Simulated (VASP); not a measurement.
# Ge2P4Pb (Amm2) in VASP: single point with PBEsol

Aim: the single point of Ge2P4Pb with PBEsol.

Everything below comes from runs of VASP 6.6.1. Logs are shortened: lines on timing, memory, paths and dates and some standing lists are left out, and cuts for length are marked.

## (1) The cell of the first run

Symmetry: Amm2, No. 38, orthorhombic system. Conventional cell: a = 3.255 Å, b = 3.403 Å, c = 23.333 Å, α = 90.00°, β = 90.00°, γ = 90.00°. Ge (site symmetry mm2) has 10 P at 2.62 to 3.34 Å and 4 Ge at 3.25 to 3.40 Å within 3.5 Å. Ge (site symmetry mm2) has 6 P at 2.68 to 3.43 Å and 4 Ge at 3.25 to 3.40 Å and 4 Pb at 3.27 Å within 3.5 Å. P (site symmetry mm2) has 2 P at 2.36 Å and 4 Ge at 2.68 Å within 3.1 Å. P (site symmetry mm2) has 2 P at 2.36 Å and 4 Ge at 2.62 Å within 3.1 Å. P (site symmetry mm2) has 8 P at 2.44 to 3.40 Å and 2 Pb at 3.05 Å and 2 Ge at 3.22 Å within 3.5 Å. P (site symmetry mm2) has 10 P at 2.44 to 3.68 Å and 2 Ge at 2.66 Å and 2 Pb at 3.55 Å within 3.7 Å. Within 4.0 Å of Pb (site symmetry mm2) lie 5 P at 3.05 to 3.55 Å and 4 Pb at 3.25 to 3.40 Å and 4 Ge at 3.27 Å.

## (2) Single point, PBEsol

INCAR

```
ALGO = Normal ; EDIFF = 1E-7
ENCUT = 520 ; GGA = PS
ISIF = 2 ; ISMEAR = -1
LASPH = T ; LCHARG = T
LELF = T ; LREAL = F
LVHAR = T ; LWAVE = F
NBANDS = 40 ; NELM = 60
PREC = Accurate ; SIGMA = 0.03
```

KPOINTS

```
k-points
0
Gamma
  6 6 6
```

POSCAR

```
Ge2P4Pb
1.0
    3.2547227975      0.0000000000      0.0000000000
    0.0000000000      1.7016936553     11.6663927073
    0.0000000000     -1.7016936553     11.6663927073
Ge P Pb
2 4 1
Direct
    0.0000000000      0.1046596450      0.1046596450
    0.5000000000      0.9271518507      0.9271518507
    0.0000000000      0.4817301905      0.4817301905
    0.5000000000      0.5549439915      0.5549439915
    0.0000000000      0.7217546951      0.7217546951
    0.5000000000      0.1946765029      0.1946765029
    0.0000000000      0.3300826244      0.3300826244
```

Potentials or basis: VASP PAW PBE potentials, release 64 (Ge_d, P, Pb_d).

On the command line:

```sh
cat potpaw_PBE.64/Ge_d/POTCAR potpaw_PBE.64/P/POTCAR potpaw_PBE.64/Pb_d/POTCAR > POTCAR
mpirun -np 1 vasp_std > vasp.out
```

OUTCAR:

```text
EDIFF = 1E-7
   ENCUT = 520
   GGA = PS
   ISIF = 2
   ISMEAR = -1
   LASPH = T
   LREAL = F
   NELM = 60
   PREC = Accurate

 ion  position               nearest neighbor table
   1  0.000  0.105  0.105-   4 2.62   4 2.62   4 2.62   4 2.62   6 2.66   6 2.66
   2  0.500  0.927  0.927-   3 2.68   3 2.68   3 2.68   3 2.68   7 3.27   7 3.27   7 3.27   7 3.27

   3  0.000  0.482  0.482-   4 2.36   4 2.36   2 2.68   2 2.68   2 2.68   2 2.68   7 3.54
   4  0.500  0.555  0.555-   3 2.36   3 2.36   1 2.62   1 2.62   1 2.62   1 2.62
   5  0.000  0.722  0.722-   6 2.44   6 2.44   6 2.44   6 2.44   7 3.05   7 3.05
   6  0.500  0.195  0.195-   5 2.44   5 2.44   5 2.44   5 2.44   1 2.66   1 2.66
   7  0.000  0.330  0.330-   5 3.05   5 3.05   2 3.27   2 3.27   2 3.27   2 3.27   3 3.54

  LATTYP: Found a base centered orthorhombic cell.
 ALAT       =     3.4033873106
 B/A-ratio  =     6.8557537786
 C/A-ratio  =     0.9563186615

  Lattice vectors:

 A1 = (   0.0000000000,   1.7016936553, -11.6663927073)
 A2 = (   0.0000000000,   1.7016936553,  11.6663927073)
 A3 = (   3.2547227975,   0.0000000000,   0.0000000000)

Analysis of symmetry for initial positions (statically):
=====================================================================
 Subroutine PRICEL returns:
 Original cell was already a primitive cell.

 Routine SETGRP: Setting up the symmetry group for a
 base centered orthorhombic supercell.

 Subroutine GETGRP returns: Found  4 space group operations
 (whereof  4 operations were pure point group operations)
 out of a pool of  8 trial point group operations.

The static configuration has the point symmetry C_2v.

Analysis of symmetry for dynamics (positions and initial velocities):
=====================================================================
 Subroutine PRICEL returns:
 Original cell was already a primitive cell.

 Routine SETGRP: Setting up the symmetry group for a
 base centered orthorhombic supercell.

 Subroutine GETGRP returns: Found  4 space group operations
 (whereof  4 operations were pure point group operations)
 out of a pool of  8 trial point group operations.

The dynamic configuration has the point symmetry C_2v.

 Subroutine INISYM returns: Found  4 space group operations
 (whereof  4 operations are pure point group operations),
 and found     1 'primitive' translations

----------------------------------------------------------------------------------------

                                     Primitive cell

  volume of cell :     129.2296

[... 97 lines left out ...]
   NELM   =     60;   NELMIN=  2; NELMDL= -5     # of ELM steps
   EDIFF  = 0.1E-06   stopping-criterion for ELM
   LREAL  =      F    real-space projection
   EDIFFG = 0.1E-05   stopping-criterion for IOM
   NSW    =      0    number of steps for IOM
   IBRION =     -1    ionic relax: 0-MD 1-quasi-New 2-CG
   NFREE  =      0    steps in history (QN), initial steepest desc. (CG)
   ISIF   =      2    stress and relaxation
   ISYM   =      2    0-nonsym 1-usesym 2-fastsym
   POTIM  = 0.5000    time-step for ionic-motion
   TEBEG  =    0.0;   TEEND  =   0.0 temperature during run
   PSTRESS=    0.0 pullay stress
   NELECT =      62.0000    total number of electrons
   NUPDOWN=      -1.0000    fix difference up-down
   EMIN   =  10.00;   EMAX   =-10.00  energy-range for DOS
   EFERMI =   0.00;   METHOD = LEGACY
   ISMEAR =    -1;   SIGMA  =   0.03  broadening in eV -4-tet -1-fermi 0-gaus
   EFERMI_NEDOS =   21; number of points for ismear=-14 and -15
   IALGO  =     38    algorithm
   IMIX   =      4    mixing-type and parameters
     AMIX     =   0.40;   BMIX     =  1.00
     AMIX_MAG =   1.60;   BMIX_MAG =  1.00
  volume/ion in A,a.u.               =      18.46       124.58
  Fermi-wavevector in a.u.,A,eV,Ry     =   1.281597  2.421867 22.347437  1.642490
  Thomas-Fermi vector in A             =   2.413957
   LORBIT       =      0    0 simple, 1 ext, 2 COOP (PROOUT), +10 PAW based schemes
   GGA     = PS    functional components
   LHFCALC =     F    Hartree Fock is set to
   AEXX    =    0.0000 exact exchange contribution
   IVDW    =     0    specifies the selected vdW correction
   LEPSILON=     F    determine dielectric tensor
   LRPA    =     F    only Hartree local field effects (RPA)
 non-spin polarized calculation
  energy-cutoff  :      520.00
  volume of cell :      129.23
 maximum number of plane-waves:      3544
   NGX = 13   NGY = 43   NGZ = 43

 number of electron      61.9999982 magnetization

 Free energy of the ion-electron system (eV)
  ---------------------------------------------------
  ext. energy  EPLUGINS =         0.00000000
  ---------------------------------------------------
  free energy    TOTEN  =       -35.35991960 eV

  energy without entropy =      -35.35297544  energy(sigma->0) =      -35.35644752

 E-fermi :   7.8045     XC(G=0): -11.0311

 val. band max:        7.7985381387   @ k =   0.1667   0.3333  -0.0000
 cond. band min:       7.8051471386   @ k =   0.0000  -0.3333   0.1667
 fundamental gap:      0.0066089998
 Fermi energy:         7.8045053902

 k-point     1 :       0.0000    0.0000    0.0000
  band No.  band energies     occupation
      1     -16.9719      2.00000
      2     -16.9497      2.00000
      3     -16.9439      2.00000
      4     -16.9369      2.00000
      5     -16.9301      2.00000
      6     -16.9299      2.00000
[... 1021 lines left out ...]
     39      12.2564      0.00000
     40      12.3894      0.00000

 [... further k-points ...]
[... 5 lines left out ...]
  --------------------------------------------------------------------------------------
  -------------------------------------------------------------------------------------
  Total        0.0128474      0.0495994      0.0318740      0.0000000      0.0000000      0.0000000
  in kB        0.1592806      0.6149293      0.3951711      0.0000000      0.0000000      0.0000000
  external PRESSURE =       0.3897937 kB  Pullay stress =       0.0000000 kB

 VOLUME and BASIS-vectors are now :
 -----------------------------------------------------------------------------
  energy-cutoff  :      520.00
  volume of cell :      129.23
      direct lattice vectors                 reciprocal lattice vectors
     3.254722797  0.000000000  0.000000000     0.307245828  0.000000000  0.000000000
     0.000000000  1.701693655 11.666392707     0.000000000  0.293824919  0.042858149
     0.000000000 -1.701693655 11.666392707     0.000000000 -0.293824919  0.042858149

 POSITION                                       TOTAL-FORCE (eV/Angst)
 -----------------------------------------------------------------------------------
      0.00000      0.00000      2.44200         0.000000      0.000000      0.002459
      1.62736      0.00000     21.63304         0.000000      0.000000     -0.010126
      0.00000      0.00000     11.24011         0.000000      0.000000      0.013825
      1.62736      0.00000     12.94839         0.000000      0.000000     -0.009301
      0.00000      0.00000     16.84055         0.000000      0.000000      0.004746
      1.62736      0.00000      4.54235         0.000000      0.000000     -0.001577
      0.00000      0.00000      7.70175         0.000000      0.000000     -0.000025
 -----------------------------------------------------------------------------------
    total drift:                                0.000000      0.000000      0.002247

  FREE ENERGIE OF THE ION-ELECTRON SYSTEM (eV)
  ---------------------------------------------------
  free  energy   TOTEN  =       -35.3599195994 eV

  energy  without entropy=      -35.3529754381  energy(sigma->0) =      -35.35644752
```

OSZICAR:

```text
N       E                     dE             d eps       ncg     rms          rms(c)
DAV:   1     0.646382074688E+03    0.64638E+03   -0.28459E+04  5064   0.302E+03
DAV:   2     0.824439817217E+02   -0.56394E+03   -0.53764E+03  4168   0.838E+02
DAV:   3    -0.283086479152E+02   -0.11075E+03   -0.10700E+03  5024   0.216E+02
DAV:   4    -0.353941889724E+02   -0.70855E+01   -0.69838E+01  5192   0.591E+01
DAV:   5    -0.356332471966E+02   -0.23906E+00   -0.23885E+00  5488   0.115E+01    0.884E+00
DAV:   6    -0.354149380236E+02    0.21831E+00   -0.71232E-01  5976   0.635E+00    0.511E+00
DAV:   7    -0.353860707156E+02    0.28867E-01   -0.39309E-01  5208   0.320E+00    0.219E+00
DAV:   8    -0.353623331035E+02    0.23738E-01   -0.15627E-01  5296   0.186E+00    0.337E-01
DAV:   9    -0.353607056562E+02    0.16274E-02   -0.30018E-02  5056   0.829E-01    0.242E-01
DAV:  10    -0.353600382304E+02    0.66743E-03   -0.54312E-03  5264   0.446E-01    0.166E-01
DAV:  11    -0.353599145142E+02    0.12372E-03   -0.17743E-03  5544   0.252E-01    0.748E-02
DAV:  12    -0.353599160480E+02   -0.15337E-05   -0.23422E-04  5352   0.978E-02    0.438E-02
DAV:  13    -0.353599200584E+02   -0.40104E-05   -0.45003E-05  5328   0.413E-02    0.125E-02
DAV:  14    -0.353599199349E+02    0.12342E-06   -0.82662E-06  5408   0.194E-02    0.566E-03
DAV:  15    -0.353599195417E+02    0.39328E-06   -0.21588E-06  4776   0.861E-03    0.415E-03
DAV:  16    -0.353599195994E+02   -0.57683E-07   -0.39655E-07  4344   0.490E-03
   1 F= -.35359920E+02 E0= -.35356448E+02  d E =-.694416E-02
```

It took 12 min on 1 thread of AMD EPYC 7R43 (Zen 3), shared host; peak memory 0.57 GiB.

What came out:

```
Free energy            : -35.3599 eV
Pressure               : 0.0 GPa
Largest force          : 0.014 eV/Å
Band gap on the k mesh : zero (bands 31 and 32 overlap by 2.71 eV)
```

Forces on the atoms (eV/Å):
```
Ge   0.000  0.000  0.002
Ge   0.000  0.000 -0.010
P    0.000  0.000  0.014
P    0.000  0.000 -0.009
P    0.000  0.000  0.005
P    0.000  0.000 -0.002
Pb   0.000  0.000  0.000
```

Levels at points of the mesh, in eV from the Fermi level:
| k point | band 26 | band 27 | band 28 | band 29 | band 30 | band 31 | band 32 | band 33 | band 34 | band 35 |
| --- | --- | --- | --- | --- | --- | --- | --- | --- | --- | --- |
| (0.00, 0.00, 0.00) | -2.64 | -2.59 | -0.68 | -0.55 | -0.39 | 0.22 | 0.94 | 2.11 | 2.36 | 2.75 |
| (0.50, 0.00, 0.00) | -2.15 | -1.53 | -0.85 | -0.79 | -0.70 | 0.10 | 0.11 | 0.56 | 1.98 | 2.13 |
| (0.00, 0.50, 0.00) | -2.77 | -1.70 | -1.29 | -0.54 | 0.00 | 0.27 | 0.76 | 2.08 | 2.56 | 2.75 |
| (0.50, 0.50, 0.00) | -5.45 | -5.43 | -5.02 | -2.80 | -2.63 | -1.88 | -1.35 | -0.95 | -0.44 | 0.14 |
| (0.00, 0.50, 0.50) | -2.60 | -2.10 | -1.65 | -0.72 | -0.10 | 0.26 | 0.78 | 2.12 | 2.66 | 3.15 |
| (0.50, 0.50, 0.50) | -3.19 | -2.84 | -0.85 | -0.70 | 0.10 | 0.12 | 1.09 | 1.27 | 1.46 | 2.33 |

Caveat: the PAW data sets were made with another functional, which shifts forces and pressure a little; spin-orbit coupling is left out, which moves the levels of the heavy elements.
